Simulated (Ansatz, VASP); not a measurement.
## Two plane-wave programs on Sc

```
CELL_PARAMETERS angstrom
3.31936 0.00000 0.00000
-1.65968 2.87465 0.00000
0.00000 0.00000 5.18426
ATOMIC_POSITIONS crystal
Sc 0.33333 0.66667 0.25000
Sc 0.66667 0.33333 0.75000
```

Alike in both runs: task single point; functional PBE; k mesh 12 × 12 × 7; occupations fermi-dirac, width 0.1 eV; no spin polarisation.

|  | VASP | Ansatz |
| --- | --- | --- |
| version | VASP 6.6.1 | Ansatz 0.2.0 |
| potentials or method | VASP PAW PBE potentials, release 64 (Sc_sv), cutoff 520 eV | plane waves (420 eV) with PAW, scalar-relativistic |
| valence electrons in the cell | 22 | 22 |

|  | VASP | Ansatz | Ansatz less VASP |
| --- | --- | --- | --- |
| pressure (GPa) | 0.0 | 0.0 | -0.02 |

The functional is the same, so the differences come from potentials, cutoffs and numerics.
